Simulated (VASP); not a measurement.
# SiC (Moissanite) (P6_3mc) in VASP: a series of runs

SiC (Moissanite) is run at these levels: PBE+D4, BLYP, SVWN5; tasks: single point.

All numbers are computed with VASP 6.6.1; they aren't measurements. Logs are shortened: lines on timing, memory, paths and dates and some standing lists are left out, and cuts for length are marked.

## (1) The cell of the first run

It takes space group P6_3mc (No. 186, hexagonal). Conventional cell: a = 3.034 Å, b = 3.034 Å, c = 4.980 Å, α = 90.00°, β = 90.00°, γ = 120.00°. Si (site symmetry 3m) has 4 C at 1.84 to 1.92 Å within 2.4 Å. C (site symmetry 3m) has 4 Si at 1.84 to 1.92 Å within 2.4 Å.

## (2) Single point, PBE+D4

The input, INCAR:

```
PREC = Accurate
ENCUT = 520
EDIFF = 1E-6
ISMEAR = -1
SIGMA = 0.05
LREAL = False
LASPH = True
NELM = 100
ALGO = Normal
ISIF = 2
LWAVE = False
LCHARG = True
GGA = PE
IVDW = 13
LELF = True
LVHAR = True
NBANDS = 16
```

The input, KPOINTS:

```
Automatic mesh
0
Gamma
  10 10 5
```

The input, POSCAR:

```
SiC
1.0
    3.0344273363      0.0000000000      0.0000000000
   -1.5172136681      2.6278911591      0.0000000000
    0.0000000000      0.0000000000      4.9797754205
Si C
2 2
Direct
    0.6666666667      0.3333333333      0.5000000000
    0.3333333333      0.6666666667      0.0000000000
    0.6666666667      0.3333333333      0.8850000000
    0.3333333333      0.6666666667      0.3850000000
```

Potentials or basis: VASP PAW PBE potentials, release 64 (Si, C).

Launch:

```
> cat potpaw_PBE.64/Si/POTCAR potpaw_PBE.64/C/POTCAR > POTCAR
> mpirun -np 1 vasp_std > vasp.out
```

OUTCAR:

```text
PREC = Accurate
   ENCUT = 520
   EDIFF = 1E-6
   ISMEAR = -1
   LREAL = False
   LASPH = True
   NELM = 100
   ISIF = 2
   GGA = PE
   IVDW = 13

 ion  position               nearest neighbor table
   1  0.667  0.333  0.500-   4 1.84   4 1.84   4 1.84   3 1.92   2 3.04   2 3.04   2 3.04   2 3.04
                             2 3.04   2 3.04
   2  0.333  0.667  0.000-   3 1.84   3 1.84   3 1.84   4 1.92   1 3.04   1 3.04   1 3.04   1 3.04
                             1 3.04   1 3.04
   3  0.667  0.333  0.885-   2 1.84   2 1.84   2 1.84   1 1.92
   4  0.333  0.667  0.385-   1 1.84   1 1.84   1 1.84   2 1.92

  LATTYP: Found a hexagonal cell.
 ALAT       =     3.0344273363
 C/A-ratio  =     1.6410923277

  Lattice vectors:

 A1 = (   3.0344273363,   0.0000000000,   0.0000000000)
 A2 = (  -1.5172136681,   2.6278911591,   0.0000000000)
 A3 = (   0.0000000000,   0.0000000000,   4.9797754205)

Analysis of symmetry for initial positions (statically):
=====================================================================
 Subroutine PRICEL returns:
 Original cell was already a primitive cell.

 Routine SETGRP: Setting up the symmetry group for a
 hexagonal supercell.

 Subroutine GETGRP returns: Found 12 space group operations
 (whereof  6 operations were pure point group operations)
 out of a pool of 24 trial point group operations.

The static configuration has the point symmetry C_3v.
 The point group associated with its full space group is C_6v.

Analysis of symmetry for dynamics (positions and initial velocities):
=====================================================================
 Subroutine PRICEL returns:
 Original cell was already a primitive cell.

 Routine SETGRP: Setting up the symmetry group for a
 hexagonal supercell.

 Subroutine GETGRP returns: Found 12 space group operations
 (whereof  6 operations were pure point group operations)
 out of a pool of 24 trial point group operations.

The dynamic configuration has the point symmetry C_3v.
 The point group associated with its full space group is C_6v.

 Subroutine INISYM returns: Found 12 space group operations
 (whereof  6 operations are pure point group operations),
 and found     1 'primitive' translations

----------------------------------------------------------------------------------------

                                     Primitive cell

  volume of cell :      39.7095

  direct lattice vectors                    reciprocal lattice vectors
     3.034427336  0.000000000  0.000000000     0.329551474  0.190266632  0.000000000
    -1.517213668  2.627891159  0.000000000     0.000000000  0.380533264  0.000000000
     0.000000000  0.000000000  4.979775421     0.000000000  0.000000000  0.200812269

  length of vectors
     3.034427336  3.034427336  4.979775421     0.380533264  0.380533264  0.200812269

  position of ions in fractional coordinates (direct lattice)
     0.666666667  0.333333333  0.500000000
     0.333333333  0.666666667  0.000000000
     0.666666667  0.333333333  0.885000000
     0.333333333  0.666666667  0.385000000

  ion indices of the primitive-cell ions
   primitive index   ion index
                 1           1
                 2           2
                 3           3
                 4           4

----------------------------------------------------------------------------------------

 KPOINTS: Automatic mesh

Automatic generation of k-mesh.
 Grid dimensions read from file:
 generate k-points for:   10   10    5

 Generating k-lattice:

  Cartesian coordinates                     Fractional coordinates (reciprocal lattice)
     0.032955147  0.019026663  0.000000000     0.100000000  0.000000000  0.000000000
     0.000000000  0.038053326  0.000000000     0.000000000  0.100000000  0.000000000
     0.000000000  0.000000000  0.040162454     0.000000000  0.000000000  0.200000000

  Length of vectors
     0.038053326  0.038053326  0.040162454

  Shift w.r.t. Gamma in fractional coordinates (k-lattice)
     0.000000000  0.000000000  0.000000000

 Subroutine IBZKPT returns following result:
 ===========================================

 Found     42 irreducible k-points:

 Following reciprocal coordinates:
            Coordinates               Weight
  0.000000  0.000000  0.000000      1.000000
  0.100000  0.000000  0.000000      6.000000
  0.200000  0.000000  0.000000      6.000000
  0.300000 -0.000000  0.000000      6.000000
  0.400000  0.000000  0.000000      6.000000
  0.500000 -0.000000  0.000000      3.000000
[... 16 lines left out ...]
  0.300000  0.100000  0.200000     24.000000
  0.400000  0.100000  0.200000     24.000000
 [... further k-points ...]
   k-points           NKPTS =     42   k-points in BZ     NKDIM =     42   number of bands    NBANDS=     16
   number of dos      NEDOS =    301   number of ions     NIONS =      4
   total plane-waves  NPLWV =  23040
   dimension x,y,z NGX =    24 NGY =   24 NGZ =   40
   dimension x,y,z NGXF=    48 NGYF=   48 NGZF=   80
   ions per type =               2   2
   NGX,Y,Z   is equivalent  to a cutoff of  13.15, 13.15, 13.35 a.u.
   NGXF,Y,Z  is equivalent  to a cutoff of  26.30, 26.30, 26.71 a.u.
 SYSTEM =  unknown system
   PREC   = accura    normal or accurate (medium, high low for compatibility)
   ISTART =      0    job   : 0-new  1-cont  2-samecut
   ICHARG =      2    charge: 1-file 2-atom 10-const
   ISPIN  =      1    spin polarized calculation?
   LNONCOLLINEAR =      F non collinear calculations
   LSORBIT =      F    spin-orbit coupling
   LASPH  =      T    aspherical Exc in radial PAW
   ENCUT  =  520.0 eV  38.22 Ry    6.18 a.u.   5.64  5.64  9.26*2*pi/ulx,y,z
   NELM   =    100;   NELMIN=  2; NELMDL= -5     # of ELM steps
   EDIFF  = 0.1E-05   stopping-criterion for ELM
   LREAL  =      F    real-space projection
   EDIFFG = 0.1E-04   stopping-criterion for IOM
   NSW    =      0    number of steps for IOM
   IBRION =     -1    ionic relax: 0-MD 1-quasi-New 2-CG
   NFREE  =      0    steps in history (QN), initial steepest desc. (CG)
   ISIF   =      2    stress and relaxation
   ISYM   =      2    0-nonsym 1-usesym 2-fastsym
   POTIM  = 0.5000    time-step for ionic-motion
   TEBEG  =    0.0;   TEEND  =   0.0 temperature during run
   PSTRESS=    0.0 pullay stress
   NELECT =      16.0000    total number of electrons
   NUPDOWN=      -1.0000    fix difference up-down
   EMIN   =  10.00;   EMAX   =-10.00  energy-range for DOS
   EFERMI =   0.00;   METHOD = LEGACY
   ISMEAR =    -1;   SIGMA  =   0.05  broadening in eV -4-tet -1-fermi 0-gaus
   EFERMI_NEDOS =   21; number of points for ismear=-14 and -15
   IALGO  =     38    algorithm
   IMIX   =      4    mixing-type and parameters
     AMIX     =   0.40;   BMIX     =  1.00
     AMIX_MAG =   1.60;   BMIX_MAG =  1.00
  volume/ion in A,a.u.               =       9.93        66.99
  Fermi-wavevector in a.u.,A,eV,Ry     =   1.209159  2.284980 19.892620  1.462066
  Thomas-Fermi vector in A             =   2.344745
   LORBIT       =      0    0 simple, 1 ext, 2 COOP (PROOUT), +10 PAW based schemes
   GGA     = PE    functional components
   LHFCALC =     F    Hartree Fock is set to
   AEXX    =    0.0000 exact exchange contribution
   IVDW    =    13    specifies the selected vdW correction
   LEPSILON=     F    determine dielectric tensor
   LRPA    =     F    only Hartree local field effects (RPA)
 non-spin polarized calculation
  energy-cutoff  :      520.00
  volume of cell :       39.71
 maximum number of plane-waves:      1099
 NGX is ok and might be reduce to    24
   NGX = 11   NGY = 11   NGZ = 19

 number of electron      15.9999999 magnetization

 Free energy of the ion-electron system (eV)
  ---------------------------------------------------
  ext. energy  EPLUGINS =         0.00000000
  ---------------------------------------------------
  free energy    TOTEN  =       -29.97895590 eV

  energy without entropy =      -29.97895590  energy(sigma->0) =      -29.97895590

 E-fermi :   9.7871     XC(G=0): -11.5276

 val. band max:        8.8777771957   @ k =   0.0000   0.0000   0.0000
 cond. band min:      11.2884132041   @ k =   0.3000   0.3000   0.0000
 fundamental gap:      2.4106360084
 Fermi energy:         9.7870912664

 k-point     1 :       0.0000    0.0000    0.0000
  band No.  band energies     occupation
      1      -7.1747      2.00000
      2      -3.5144      2.00000
      3      -0.0599      2.00000
      4       7.3033      2.00000
      5       7.3033      2.00000
      6       8.6047      2.00000
[... 8 lines left out ...]
     15      17.8715      0.00000
     16      20.5622      0.00000

 k-point     2 :       0.1000    0.0000    0.0000
  band No.  band energies     occupation
      1      -6.9954      2.00000
      2      -3.3609      2.00000
      3       0.1086      2.00000
      4       6.3555      2.00000
      5       7.0031      2.00000
      6       7.9766      2.00000
[... 8 lines left out ...]
     15      18.3137      0.00000
     16      19.0995      0.00000

 k-point     3 :       0.2000    0.0000    0.0000
  band No.  band energies     occupation
      1      -6.4641      2.00000
      2      -2.9197      2.00000
      3       0.5959      2.00000
      4       4.4277      2.00000
      5       6.3835      2.00000
      6       6.5062      2.00000
[... 8 lines left out ...]
     15      18.6044      0.00000
     16      19.0985      0.00000

 k-point     4 :       0.3000   -0.0000    0.0000
  band No.  band energies     occupation
      1      -5.6069      2.00000
      2      -2.2861      2.00000
      3       1.2402      2.00000
      4       2.5802      2.00000
      5       4.7815      2.00000
      6       5.7919      2.00000
[... 8 lines left out ...]
     15      19.4585      0.00000
     16      20.5445      0.00000
[... 324 lines left out ...]
 k-point    22 :       0.2000    0.1000    0.2000
  band No.  band energies     occupation
      1      -5.7491      2.00000
      2      -3.1720      2.00000
      3       1.8273      2.00000
      4       3.7605      2.00000
      5       4.8676      2.00000
      6       5.8039      2.00000
[... 8 lines left out ...]
     15      19.2563      0.00000
     16      19.9782      0.00000

 k-point    23 :       0.3000    0.1000    0.2000
  band No.  band energies     occupation
      1      -4.7662      2.00000
      2      -2.4247      2.00000
      3       1.2193      2.00000
      4       3.2052      2.00000
      5       3.5520      2.00000
      6       5.0403      2.00000
[... 8 lines left out ...]
     15      20.0969      0.00000
     16      20.8639      0.00000

 k-point    24 :       0.4000    0.1000    0.2000
  band No.  band energies     occupation
      1      -3.6881      2.00000
      2      -2.1154      2.00000
      3       0.4258      2.00000
      4       1.9486      2.00000
      5       4.0176      2.00000
      6       4.8445      2.00000
[... 8 lines left out ...]
     15      20.6135      0.00000
     16      21.9855      0.00000

 [... further k-points ...]

------------------------ aborting loop because EDIFF is reached ----------------------------------------

  DFT-D4 for vdW energy calculation

  Edisp (eV):   -1.36167

  FORCE on cell =-STRESS in cart. coord.  units (eV):
  Direction    XX          YY          ZZ          XY          YZ          ZX
  --------------------------------------------------------------------------------------
  -------------------------------------------------------------------------------------
  Total       2.77306     2.77306     1.18748     0.00000     0.00000     0.00000
  in kB     111.88621   111.88621    47.91173     0.00000     0.00000     0.00000
  external pressure =       90.56 kB  Pullay stress =        0.00 kB

 VOLUME and BASIS-vectors are now :
 -----------------------------------------------------------------------------
  energy-cutoff  :      520.00
  volume of cell :       39.71
      direct lattice vectors                 reciprocal lattice vectors
     3.034427336  0.000000000  0.000000000     0.329551474  0.190266632  0.000000000
    -1.517213668  2.627891159  0.000000000     0.000000000  0.380533264  0.000000000
     0.000000000  0.000000000  4.979775421     0.000000000  0.000000000  0.200812269

 POSITION                                       TOTAL-FORCE (eV/Angst)
 -----------------------------------------------------------------------------------
      1.51721      0.87596      2.48989         0.000000     -0.000000      0.808760
     -0.00000      1.75193      0.00000        -0.000000      0.000000      0.808760
      1.51721      0.87596      4.40710         0.000000     -0.000000     -0.808760
     -0.00000      1.75193      1.91721        -0.000000      0.000000     -0.808760
 -----------------------------------------------------------------------------------
    total drift:                                0.000000      0.000000     -0.000099

  FREE ENERGIE OF THE ION-ELECTRON SYSTEM (eV)
  ---------------------------------------------------
  free  energy   TOTEN  =       -31.3406305421 eV

  energy  without entropy=      -31.3406305420  energy(sigma->0) =      -31.34063054
```

It took 56 s on 1 thread of AMD EPYC 7R13, shared host; peak memory 0.13 GiB.

Results:

```
Free energy                : -31.3406 eV
Pressure                   : 9.1 GPa
Largest force              : 0.809 eV/Å
Band gap on the k mesh     : 2.41 eV, indirect (least direct gap 4.16 eV)
Dispersion energy per atom : -0.340 eV
```

Forces on the atoms (eV/Å):
```
Si   0.000  0.000  0.809
Si   0.000  0.000  0.809
C    0.000  0.000 -0.809
C    0.000  0.000 -0.809
```

Stress tensor (GPa, compression positive):
```
11.19  0.00  0.00
 0.00 11.19  0.00
 0.00  0.00  4.79
```

Levels at points of the mesh, in eV from the valence-band top:
```tsv
k point	band 4	band 5	band 6	band 7	band 8	band 9	band 10	band 11	band 12	band 13
(0.00, 0.00, 0.00)	-1.57	-1.57	-0.27	-0.27	0.00	4.99	6.45	6.75	6.75	7.92
(0.50, 0.00, 0.00)	-6.64	-5.58	-3.62	-3.38	-1.49	2.67	4.25	7.06	7.36	10.10
```

[end of part 1 of 2]
